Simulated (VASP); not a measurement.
# SnO3 (Pm-3m) in VASP: further runs

SnO3 is run at these levels: PBE; tasks: relaxation of cell and atoms.

Everything below comes from runs of VASP 6.6.1. Logs are shortened: lines on timing, memory, paths and dates and some standing lists are left out, and cuts for length are marked.

## (1) The cell of the first run

It takes space group Pm-3m (No. 221, cubic). Conventional cell: a = 4.913 Å, b = 4.913 Å, c = 4.913 Å, α = 90.00°, β = 90.00°, γ = 90.00°. Sn (site symmetry m-3m) has 6 O at 1.53 Å within 2.0 Å. Sn (site symmetry m-3m) has 24 O at 3.60 Å and 8 Sn at 4.25 Å within 4.7 Å. Within 2.0 Å of O (site symmetry 4mm) lie 1 Sn at 1.53 Å and 1 O at 1.86 Å.

The cell was built from a structure type or drawn by symmetry, and may not be a known phase.

## (2) Relaxation of cell and atoms, PBE

INCAR reads:

```
PREC = Accurate
ENCUT = 600
EDIFF = 1E-6
ISMEAR = 0
SIGMA = 0.1
LREAL = F
LASPH = T
NELM = 80
ALGO = Normal
ISIF = 3
LWAVE = F
LCHARG = F
GGA = PE
IBRION = 2
NSW = 90
EDIFFG = -0.04
```

KPOINTS reads:

```
regular mesh
0
Gamma
  4 4 4
```

POSCAR reads:

```
SnO3
1.0
    4.9128232100      0.0000000000      0.0000000000
    0.0000000000      4.9128232100      0.0000000000
    0.0000000000      0.0000000000      4.9128232100
Sn O
2 6
Direct
    0.5000000000      0.5000000000      0.5000000000
    0.0000000000      0.0000000000      0.0000000000
    0.1892524700      0.5000000000      0.5000000000
    0.8107475300      0.5000000000      0.5000000000
    0.5000000000      0.1892524700      0.5000000000
    0.5000000000      0.8107475300      0.5000000000
    0.5000000000      0.5000000000      0.1892524700
    0.5000000000      0.5000000000      0.8107475300
```

Potentials or basis: VASP PAW PBE potentials, release 64 (Sn_d, O).

The run is started by

```sh
$ cat potpaw_PBE.64/Sn_d/POTCAR potpaw_PBE.64/O/POTCAR > POTCAR
$ mpirun -np 1 vasp_std > vasp.out
```

OUTCAR:

```text
PREC = Accurate
   ENCUT = 600
   EDIFF = 1E-6
   ISMEAR = 0
   LREAL = F
   LASPH = T
   NELM = 80
   ISIF = 3
   GGA = PE
   IBRION = 2
   NSW = 90
   EDIFFG = -0.04

 ion  position               nearest neighbor table
   1  0.500  0.500  0.500-   3 1.53   4 1.53   5 1.53   6 1.53   7 1.53   8 1.53
   2  0.000  0.000  0.000-
   3  0.189  0.500  0.500-   1 1.53   4 1.86
   4  0.811  0.500  0.500-   1 1.53   3 1.86
   5  0.500  0.189  0.500-   1 1.53   6 1.86
   6  0.500  0.811  0.500-   1 1.53   5 1.86
   7  0.500  0.500  0.189-   1 1.53   8 1.86
   8  0.500  0.500  0.811-   1 1.53   7 1.86

  LATTYP: Found a simple cubic cell.
 ALAT       =     4.9128232100

  Lattice vectors:

 A1 = (   4.9128232100,   0.0000000000,   0.0000000000)
 A2 = (   0.0000000000,   4.9128232100,   0.0000000000)
 A3 = (   0.0000000000,   0.0000000000,   4.9128232100)

Analysis of symmetry for initial positions (statically):
=====================================================================
 Subroutine PRICEL returns:
 Original cell was already a primitive cell.

 Routine SETGRP: Setting up the symmetry group for a
 simple cubic supercell.

 Subroutine GETGRP returns: Found 48 space group operations
 (whereof 48 operations were pure point group operations)
 out of a pool of 48 trial point group operations.

The static configuration has the point symmetry O_h .

Analysis of symmetry for dynamics (positions and initial velocities):
=====================================================================
 Subroutine PRICEL returns:
 Original cell was already a primitive cell.

 Routine SETGRP: Setting up the symmetry group for a
 simple cubic supercell.

 Subroutine GETGRP returns: Found 48 space group operations
 (whereof 48 operations were pure point group operations)
 out of a pool of 48 trial point group operations.

The dynamic configuration has the point symmetry O_h .

 Subroutine INISYM returns: Found 48 space group operations
 (whereof 48 operations are pure point group operations),
 and found     1 'primitive' translations

----------------------------------------------------------------------------------------

                                     Primitive cell

  volume of cell :     118.5751

[... 75 lines left out ...]
 SYSTEM =  unknown system
   PREC   = accura    normal or accurate (medium, high low for compatibility)
   ISTART =      0    job   : 0-new  1-cont  2-samecut
   ICHARG =      2    charge: 1-file 2-atom 10-const
   ISPIN  =      1    spin polarized calculation?
   LNONCOLLINEAR =      F non collinear calculations
   LSORBIT =      F    spin-orbit coupling
   LASPH  =      T    aspherical Exc in radial PAW
   ENCUT  =  600.0 eV  44.10 Ry    6.64 a.u.   9.81  9.81  9.81*2*pi/ulx,y,z
   NELM   =     80;   NELMIN=  2; NELMDL= -5     # of ELM steps
   EDIFF  = 0.1E-05   stopping-criterion for ELM
   LREAL  =      F    real-space projection
   EDIFFG = -.4E-01   stopping-criterion for IOM
   NSW    =     90    number of steps for IOM
   IBRION =      2    ionic relax: 0-MD 1-quasi-New 2-CG
   NFREE  =      1    steps in history (QN), initial steepest desc. (CG)
   ISIF   =      3    stress and relaxation
   ISYM   =      2    0-nonsym 1-usesym 2-fastsym
   POTIM  = 0.5000    time-step for ionic-motion
   TEBEG  =    0.0;   TEEND  =   0.0 temperature during run
   PSTRESS=    0.0 pullay stress
   NELECT =      64.0000    total number of electrons
   NUPDOWN=      -1.0000    fix difference up-down
   EMIN   =  10.00;   EMAX   =-10.00  energy-range for DOS
   EFERMI =   0.00;   METHOD = LEGACY
   ISMEAR =     0;   SIGMA  =   0.10  broadening in eV -4-tet -1-fermi 0-gaus
   EFERMI_NEDOS =   21; number of points for ismear=-14 and -15
   IALGO  =     38    algorithm
   IMIX   =      4    mixing-type and parameters
     AMIX     =   0.40;   BMIX     =  1.00
     AMIX_MAG =   1.60;   BMIX_MAG =  1.00
  volume/ion in A,a.u.               =      14.82       100.02
  Fermi-wavevector in a.u.,A,eV,Ry     =   1.332919  2.518851 24.173096  1.776672
  Thomas-Fermi vector in A             =   2.461817
   LORBIT       =      0    0 simple, 1 ext, 2 COOP (PROOUT), +10 PAW based schemes
   GGA     = PE    functional components
   LHFCALC =     F    Hartree Fock is set to
   AEXX    =    0.0000 exact exchange contribution
   IVDW    =     0    specifies the selected vdW correction
   LEPSILON=     F    determine dielectric tensor
   LRPA    =     F    only Hartree local field effects (RPA)
 conjugate gradient relaxation of ions
 non-spin polarized calculation
 Gauss-broadening in eV      SIGMA  =   0.10
  energy-cutoff  :      600.00
  volume of cell :      118.58
 maximum number of plane-waves:      3980
 NGX is ok and might be reduce to    40
   NGX = 19   NGY = 19   NGZ = 19

--------------------------------------- Ionic step        1  -------------------------------------------

 number of electron      63.9999945 magnetization

 Free energy of the ion-electron system (eV)
  ---------------------------------------------------
  ext. energy  EPLUGINS =         0.00000000
  ---------------------------------------------------
  free energy    TOTEN  =        -2.78460592 eV

  energy without entropy =       -2.73210875  energy(sigma->0) =       -2.75835734

------------------------ aborting loop because EDIFF is reached ----------------------------------------

  FORCE on cell =-STRESS in cart. coord.  units (eV):
  Direction    XX          YY          ZZ          XY          YZ          ZX
  --------------------------------------------------------------------------------------
  -------------------------------------------------------------------------------------
  Total       83.0350489     83.0350489     83.0350489      0.0000000      0.0000000     -0.0000000
  in kB     1121.9632186   1121.9632186   1121.9632186      0.0000000      0.0000000     -0.0000000
  external PRESSURE =    1121.9632186 kB  Pullay stress =       0.0000000 kB
[... 944 lines left out ...]
     37      -0.9440      0.00000
     38      -0.9440      0.00000

[... ionic steps 4 to 27 ...]

--------------------------------------- Ionic step       28  -------------------------------------------

 number of electron      63.9999974 magnetization

------------------------ aborting loop because EDIFF is reached ----------------------------------------
[... 79 lines left out ...]
--------------------------------------- Ionic step       30  -------------------------------------------

 number of electron      64.0000020 magnetization

 Free energy of the ion-electron system (eV)
  ---------------------------------------------------
  ext. energy  EPLUGINS =         0.00000000
  ---------------------------------------------------
  free energy    TOTEN  =       -32.96792226 eV

  energy without entropy =      -32.89499024  energy(sigma->0) =      -32.93145625

 E-fermi :   0.7469     XC(G=0):  -7.2877

 val. band max:        0.7261407833   @ k =   0.5000   0.2500   0.0000
 cond. band min:       0.7487353068   @ k =   0.2500   0.2500   0.0000
 fundamental gap:      0.0225945236
 Fermi energy:         0.7469223745
[... 443 lines left out ...]
  FREE ENERGIE OF THE ION-ELECTRON SYSTEM (eV)
  ---------------------------------------------------
  free  energy   TOTEN  =       -32.9679222563 eV

  energy  without entropy=      -32.8949902371  energy(sigma->0) =      -32.93145625

 reached required accuracy - stopping structural energy minimisation
```

It took 39 min on 1 thread of Intel Xeon Platinum 8375C at 2.90GHz (Ice Lake), shared host; peak memory 0.27 GiB.

Results:

```
Free energy                           : -32.9679 eV
Relaxed volume                        : 24.21 Å³/atom
Relaxed cell                          : a = 5.786 Å, b = 5.786 Å, c = 5.786 Å, α = 90.00°, β = 90.00°, γ = 90.00°
Space group after relaxing (to 0.1 Å) : Pm-3m (No. 221)
Pressure after relaxing               : 0.3 GPa
Largest force after relaxing          : 0.008 eV/Å
Band gap on the k mesh                : zero (bands 32 and 33 overlap by 0.49 eV)
```

Forces on the atoms (eV/Å):
```
Sn   0.000  0.000  0.000
Sn   0.000  0.000  0.000
O   -0.008  0.000  0.000
O    0.008  0.000  0.000
O    0.000 -0.008  0.000
O    0.000  0.008  0.000
O    0.000  0.000 -0.008
O    0.000  0.000  0.008
```

Final structure:
```
Sn O
1.0
     5.78584    0.00000    0.00000
     0.00000    5.78584    0.00000
     0.00000    0.00000    5.78584
Sn O
2 6
Direct
  0.50000 0.50000 0.50000
  0.00000 0.00000 0.00000
  0.88242 0.50000 0.50000
  0.11758 0.50000 0.50000
  0.50000 0.88242 0.50000
  0.50000 0.11758 0.50000
  0.50000 0.50000 0.88242
  0.50000 0.50000 0.11758
```

Caveat: the volume moved by over 15 % at a fixed basis, so the end points are rough; semilocal functionals underestimate gaps, so a narrow gap can read as zero; spin-orbit coupling is left out, which moves the levels of the heavy elements.

(Continued in part 2 of 2.)
